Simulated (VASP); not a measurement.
# In3GaP4 (P4/mmm) in VASP: notebook

Runs on In3GaP4. Level: PBE. Tasks: single point, relaxation of cell and atoms.

Everything below comes from runs of VASP 6.6.1. Logs are shortened: lines on timing, memory, paths and dates and some standing lists are left out, and cuts for length are marked.

### Step 1. The cell of the first run

Symmetry: P4/mmm, No. 123, tetragonal system. The conventional cell has a = 3.931 Å, b = 3.931 Å, c = 10.592 Å, α = 90.00°, β = 90.00°, γ = 90.00°. Within 3.4 Å of In (site symmetry 4mm) lie 6 P at 2.60 to 2.78 Å. Within 3.7 Å of In (site symmetry 4/mmm) lie 6 P at 2.78 to 2.85 Å. Within 3.2 Å of Ga (site symmetry 4/mmm) lie 6 P at 2.44 to 2.78 Å. P (site symmetry 4/mmm) has 2 In at 2.60 Å and 4 Ga at 2.78 Å within 3.4 Å. Within 3.2 Å of P (site symmetry 4mm) lie 1 Ga at 2.44 Å and 5 In at 2.78 to 2.85 Å. Within 3.6 Å of P (site symmetry 4/mmm) lie 6 In at 2.70 to 2.78 Å.

### Step 2. Single point, PBE

Contents of INCAR:

```
PREC     = Accurate       # precision mode
ENCUT    = 520            # plane-wave cutoff, eV
EDIFF    = 1E-7           # SCF threshold, eV
ISMEAR   = 0              # smearing method
SIGMA    = 0.1            # smearing width, eV
LREAL    = False          # projectors in reciprocal space
LASPH    = True           # aspherical terms in the spheres
NELM     = 100            # most SCF steps
ALGO     = Normal         # electronic algorithm
ISIF     = 2              # what is computed and relaxed
LWAVE    = False          # write WAVECAR
LCHARG   = False          # write CHGCAR
GGA      = PE             # functional
NBANDS   = 46             # bands
```

Contents of KPOINTS:

```
regular mesh
0
Gamma
  4 4 2
```

Contents of POSCAR:

```
In3GaP4
1.0
    3.9307963746      0.0000000000      0.0000000000
    0.0000000000      3.9307963746      0.0000000000
    0.0000000000      0.0000000000     10.5919357075
In Ga P
3 1 4
Direct
    0.0000000000      0.0000000000      0.7544925607
    0.0000000000      0.0000000000      0.2455074393
    0.5000000000      0.5000000000      0.5000000000
    0.5000000000      0.5000000000      0.0000000000
    0.0000000000      0.0000000000      0.0000000000
    0.5000000000      0.5000000000      0.2307227644
    0.0000000000      0.0000000000      0.5000000000
    0.5000000000      0.5000000000      0.7692772356
```

Potentials or basis: VASP PAW PBE potentials, release 64 (In_d, Ga_d, P).

On the command line:

```console
$ cat potpaw_PBE.64/In_d/POTCAR potpaw_PBE.64/Ga_d/POTCAR potpaw_PBE.64/P/POTCAR > POTCAR
$ mpirun -np 1 vasp_std > vasp.out
```

OUTCAR:

```text
PREC = Accurate
   ENCUT = 520
   EDIFF = 1E-7
   ISMEAR = 0
   LREAL = False
   LASPH = True
   NELM = 100
   ISIF = 2
   GGA = PE

 ion  position               nearest neighbor table
   1  0.000  0.000  0.754-   5 2.60   7 2.70   8 2.78   8 2.78   8 2.78   8 2.78   3 3.87   3 3.87
                             3 3.87   3 3.87
   2  0.000  0.000  0.246-   5 2.60   7 2.70   6 2.78   6 2.78   6 2.78   6 2.78   3 3.87   3 3.87
                             3 3.87   3 3.87
   3  0.500  0.500  0.500-   7 2.78   7 2.78   7 2.78   7 2.78   8 2.85   6 2.85   2 3.87   2 3.87
                             1 3.87   2 3.87   1 3.87   1 3.87   2 3.87   1 3.87
   4  0.500  0.500  0.000-   6 2.44   8 2.44   5 2.78   5 2.78   5 2.78   5 2.78
   5  0.000  0.000  0.000-   1 2.60   2 2.60   4 2.78   4 2.78   4 2.78   4 2.78
   6  0.500  0.500  0.231-   4 2.44   2 2.78   2 2.78   2 2.78   2 2.78   3 2.85
   7  0.000  0.000  0.500-   1 2.70   2 2.70   3 2.78   3 2.78   3 2.78   3 2.78
   8  0.500  0.500  0.769-   4 2.44   1 2.78   1 2.78   1 2.78   1 2.78   3 2.85

  LATTYP: Found a simple tetragonal cell.
 ALAT       =     3.9307963746
 C/A-ratio  =     2.6946030010

  Lattice vectors:

 A1 = (   3.9307963746,   0.0000000000,   0.0000000000)
 A2 = (   0.0000000000,   3.9307963746,   0.0000000000)
 A3 = (   0.0000000000,   0.0000000000,  10.5919357075)

Analysis of symmetry for initial positions (statically):
=====================================================================
 Subroutine PRICEL returns:
 Original cell was already a primitive cell.

 Routine SETGRP: Setting up the symmetry group for a
 simple tetragonal supercell.

 Subroutine GETGRP returns: Found 16 space group operations
 (whereof 16 operations were pure point group operations)
 out of a pool of 16 trial point group operations.

The static configuration has the point symmetry D_4h.

Analysis of symmetry for dynamics (positions and initial velocities):
=====================================================================
 Subroutine PRICEL returns:
 Original cell was already a primitive cell.

 Routine SETGRP: Setting up the symmetry group for a
 simple tetragonal supercell.

 Subroutine GETGRP returns: Found 16 space group operations
 (whereof 16 operations were pure point group operations)
 out of a pool of 16 trial point group operations.

The dynamic configuration has the point symmetry D_4h.

[... 101 lines left out ...]
   IBRION =     -1    ionic relax: 0-MD 1-quasi-New 2-CG
   NFREE  =      0    steps in history (QN), initial steepest desc. (CG)
   ISIF   =      2    stress and relaxation
   ISYM   =      2    0-nonsym 1-usesym 2-fastsym
   POTIM  = 0.5000    time-step for ionic-motion
   TEBEG  =    0.0;   TEEND  =   0.0 temperature during run
   PSTRESS=    0.0 pullay stress
   NELECT =      72.0000    total number of electrons
   NUPDOWN=      -1.0000    fix difference up-down
   EMIN   =  10.00;   EMAX   =-10.00  energy-range for DOS
   EFERMI =   0.00;   METHOD = LEGACY
   ISMEAR =     0;   SIGMA  =   0.10  broadening in eV -4-tet -1-fermi 0-gaus
   EFERMI_NEDOS =   21; number of points for ismear=-14 and -15
   IALGO  =     38    algorithm
   IMIX   =      4    mixing-type and parameters
     AMIX     =   0.40;   BMIX     =  1.00
     AMIX_MAG =   1.60;   BMIX_MAG =  1.00
  volume/ion in A,a.u.               =      20.46       138.05
  Fermi-wavevector in a.u.,A,eV,Ry     =   1.245108  2.352912 21.093013  1.550293
  Thomas-Fermi vector in A             =   2.379344
   LORBIT       =      0    0 simple, 1 ext, 2 COOP (PROOUT), +10 PAW based schemes
   GGA     = PE    functional components
   LHFCALC =     F    Hartree Fock is set to
   AEXX    =    0.0000 exact exchange contribution
   IVDW    =     0    specifies the selected vdW correction
   LEPSILON=     F    determine dielectric tensor
   LRPA    =     F    only Hartree local field effects (RPA)
 non-spin polarized calculation
 Gauss-broadening in eV      SIGMA  =   0.10
  energy-cutoff  :      520.00
  volume of cell :      163.66
 maximum number of plane-waves:      4424
 NGX is ok and might be reduce to    30
   NGX = 15   NGY = 15   NGZ = 39

 number of electron      72.0000016 magnetization

 Free energy of the ion-electron system (eV)
  ---------------------------------------------------
  ext. energy  EPLUGINS =         0.00000000
  ---------------------------------------------------
  free energy    TOTEN  =       -31.46708772 eV

  energy without entropy =      -31.45089753  energy(sigma->0) =      -31.45899263

 E-fermi :   6.9450     XC(G=0): -10.4562

 val. band max:        6.8984979788   @ k =   0.5000   0.0000   0.0000
 cond. band min:       6.9905351901   @ k =   0.2500   0.0000   0.5000
 fundamental gap:      0.0920372113
 Fermi energy:         6.9449901475

 k-point     1 :       0.0000    0.0000    0.0000
  band No.  band energies     occupation
      1      -7.9265      2.00000
      2      -7.8020      2.00000
      3      -7.7905      2.00000
      4      -7.7874      2.00000
      5      -7.7340      2.00000
      6      -7.7340      2.00000
[... 577 lines left out ...]
     45      13.8366      0.00000
     46      14.9542      0.00000

------------------------ aborting loop because EDIFF is reached ----------------------------------------

  FORCE on cell =-STRESS in cart. coord.  units (eV):
  Direction    XX          YY          ZZ          XY          YZ          ZX
  --------------------------------------------------------------------------------------
  -------------------------------------------------------------------------------------
  Total        0.0800876      0.0800876     -0.1126045      0.0000000      0.0000000      0.0000000
  in kB        0.7840423      0.7840423     -1.1023768      0.0000000      0.0000000      0.0000000
  external PRESSURE =       0.1552359 kB  Pullay stress =       0.0000000 kB

 VOLUME and BASIS-vectors are now :
 -----------------------------------------------------------------------------
  energy-cutoff  :      520.00
  volume of cell :      163.66
      direct lattice vectors                 reciprocal lattice vectors
     3.930796375  0.000000000  0.000000000     0.254401374  0.000000000  0.000000000
     0.000000000  3.930796375  0.000000000     0.000000000  0.254401374  0.000000000
     0.000000000  0.000000000 10.591935707     0.000000000  0.000000000  0.094411449

 POSITION                                       TOTAL-FORCE (eV/Angst)
 -----------------------------------------------------------------------------------
      0.00000      0.00000      7.99154        -0.000000     -0.000000      0.004641
      0.00000      0.00000      2.60040        -0.000000     -0.000000     -0.004641
      1.96540      1.96540      5.29597        -0.000000     -0.000000      0.000000
      1.96540      1.96540      0.00000        -0.000000     -0.000000      0.000000
      0.00000      0.00000      0.00000        -0.000000     -0.000000      0.000000
      1.96540      1.96540      2.44380        -0.000000      0.000000      0.043363
      0.00000      0.00000      5.29597        -0.000000     -0.000000      0.000000
      1.96540      1.96540      8.14814         0.000000      0.000000     -0.043363
 -----------------------------------------------------------------------------------
    total drift:                                0.000000      0.000000     -0.000000

  FREE ENERGIE OF THE ION-ELECTRON SYSTEM (eV)
  ---------------------------------------------------
  free  energy   TOTEN  =       -31.4670877213 eV

  energy  without entropy=      -31.4508975301  energy(sigma->0) =      -31.45899263
```

OSZICAR:

```text
N       E                     dE             d eps       ncg     rms          rms(c)
DAV:   1     0.701425120808E+03    0.70143E+03   -0.32391E+04  1134   0.203E+03
DAV:   2     0.762101170206E+02   -0.62522E+03   -0.60687E+03  1112   0.538E+02
DAV:   3    -0.262519659290E+02   -0.10246E+03   -0.99565E+02  1318   0.202E+02
DAV:   4    -0.325696861614E+02   -0.63177E+01   -0.62531E+01  1402   0.485E+01
DAV:   5    -0.327974437449E+02   -0.22776E+00   -0.22753E+00  1682   0.945E+00    0.987E+00
DAV:   6    -0.314980297426E+02    0.12994E+01   -0.31087E+00  1534   0.180E+01    0.556E+00
DAV:   7    -0.314755039692E+02    0.22526E-01   -0.11245E+00  1532   0.587E+00    0.223E+00
DAV:   8    -0.314684251790E+02    0.70788E-02   -0.14854E-01  1522   0.313E+00    0.135E+00
DAV:   9    -0.314670809750E+02    0.13442E-02   -0.34675E-02  1522   0.167E+00    0.504E-01
DAV:  10    -0.314669793076E+02    0.10167E-03   -0.48236E-03  1562   0.672E-01    0.246E-01
DAV:  11    -0.314670567075E+02   -0.77400E-04   -0.80489E-04  1680   0.198E-01    0.514E-02
DAV:  12    -0.314670894891E+02   -0.32782E-04   -0.20392E-04  1510   0.142E-01    0.384E-02
DAV:  13    -0.314670892305E+02    0.25857E-06   -0.12152E-05  1456   0.245E-02    0.179E-02
DAV:  14    -0.314670879649E+02    0.12656E-05   -0.89536E-06  1534   0.279E-02    0.528E-03
DAV:  15    -0.314670877576E+02    0.20727E-06   -0.79780E-07  1272   0.657E-03    0.255E-03
DAV:  16    -0.314670877213E+02    0.36366E-07   -0.62589E-08   756   0.229E-03
   1 F= -.31467088E+02 E0= -.31458993E+02  d E =-.161902E-01
```

stdout:

```text
POSCAR found type information on POSCAR InGaP
 POSCAR found :  3 types and       8 ions
 scaLAPACK will be used
 LDA part: xc-table for (Slater+PW92), standard interpolation
 POSCAR, INCAR and KPOINTS ok, starting setup
 FFT: planning ... GRIDC
 FFT: planning ... GRID_SOFT
 FFT: planning ... GRID
 WAVECAR not read
 entering main loop
```

Wall time 2.4 min (1 thread of AMD EPYC 7R13, shared host); peak memory 0.26 GiB.

What came out:

- Free energy: -31.4671 eV
- Pressure: 0.0 GPa
- Largest force: 0.043 eV/Å
- Band gap on the k mesh: zero (band 36 reaches 7.16 eV, above the bottom of band 37 at 4.90 eV)

Forces on the atoms (eV/Å):
```
In   0.000  0.000  0.005
In   0.000  0.000 -0.005
In   0.000  0.000  0.000
Ga   0.000  0.000  0.000
P    0.000  0.000  0.000
P    0.000  0.000  0.043
P    0.000  0.000  0.000
P    0.000  0.000 -0.043
```

Stress tensor (GPa, compression positive):
```
 0.08  0.00  0.00
 0.00  0.08  0.00
 0.00  0.00 -0.11
```

Caveat: the k points lie up to 0.40 Å⁻¹ apart; spin-orbit coupling is left out, which moves the levels of the heavy elements.

### Step 3. Single point, PBE

This run uses another cell than the first one, of 21.90 Å³/atom, 1.071 times its volume.

Contents of INCAR:

```
  ALGO = Normal
  EDIFF = 1E-6
  ENCUT = 520
  GGA = PE
  ISIF = 2
  ISMEAR = 0
  LASPH = True
  LCHARG = False
  LREAL = False
  LWAVE = False
  NBANDS = 46
  NELM = 100
  PREC = Accurate
  SIGMA = 0.1
```

Contents of KPOINTS:

```
k-points
0
Gamma
  4 4 2
```

Contents of POSCAR:

```
In3GaP4
1.0
    3.9567103900      0.0000000000      0.0000000000
    0.0000000000      3.9567103900      0.0000000000
    0.0000000000      0.0000000000     11.1912669800
In Ga P
3 1 4
Direct
    0.0000000000      0.0000000000      0.7500000000
    0.0000000000      0.0000000000      0.2500000000
    0.5000000000      0.5000000000      0.5000000000
    0.5000000000      0.5000000000      0.0000000000
    0.0000000000      0.0000000000      0.0000000000
    0.5000000000      0.5000000000      0.2500000000
    0.0000000000      0.0000000000      0.5000000000
    0.5000000000      0.5000000000      0.7500000000
```

Potentials or basis: VASP PAW PBE potentials, release 64 (In_d, Ga_d, P).

On the command line:

```console
$ cat potpaw_PBE.64/In_d/POTCAR potpaw_PBE.64/Ga_d/POTCAR potpaw_PBE.64/P/POTCAR > POTCAR
$ mpirun -np 1 vasp_std > vasp.out
```

Wall time 2.8 min (1 thread of AMD EPYC 7R13, shared host); peak memory 0.27 GiB.

The run converged. Its results:

| Quantity | Value |
| --- | --- |
| Free energy | -31.1137 eV |
| Pressure | -4.1 GPa |
| Largest force | 0.122 eV/Å |
| Band gap on the k mesh | zero (band 36 reaches 6.18 eV, above the bottom of band 37 at 3.85 eV) |

Forces on the atoms (eV/Å):
```
In   0.000  0.000  0.122
In   0.000  0.000 -0.122
In   0.000  0.000  0.000
Ga   0.000  0.000  0.000
P    0.000  0.000  0.000
P    0.000  0.000 -0.080
P    0.000  0.000  0.000
P    0.000  0.000  0.080
```

Stress tensor (GPa, compression positive):
```
-3.29  0.00  0.00
 0.00 -3.29  0.00
 0.00  0.00 -5.75
```

Levels at points of the mesh, in eV from the Fermi level:
| k point | band 32 | band 33 | band 34 | band 35 | band 36 | band 37 | band 38 | band 39 | band 40 | band 41 |
| --- | --- | --- | --- | --- | --- | --- | --- | --- | --- | --- |
| (0.00, 0.00, 0.00) | -1.40 | -1.29 | -1.29 | -0.23 | -0.23 | -0.21 | -0.08 | 0.74 | 0.93 | 3.87 |
| (0.50, 0.00, 0.00) | -0.13 | 0.08 | 0.09 | 0.10 | 0.13 | 1.87 | 2.19 | 2.46 | 2.47 | 3.12 |
| (0.50, 0.50, 0.00) | -3.62 | -3.02 | -2.62 | -2.21 | -2.21 | -2.21 | -2.17 | 1.95 | 2.26 | 3.88 |
| (0.00, 0.00, 0.50) | -1.83 | -1.80 | -1.63 | -0.66 | -0.66 | -0.53 | -0.53 | 1.94 | 2.25 | 4.09 |
| (0.50, 0.00, 0.50) | -1.31 | -0.06 | -0.04 | -0.03 | -0.01 | 2.03 | 2.48 | 2.49 | 2.50 | 3.36 |
| (0.50, 0.50, 0.50) | -4.03 | -2.81 | -2.81 | -2.66 | -2.66 | -0.39 | 0.01 | 0.02 | 0.05 | 4.76 |

Caveat: the k points lie up to 0.40 Å⁻¹ apart; spin-orbit coupling is left out, which moves the levels of the heavy elements.

(Part 1 of 2 ends here.)
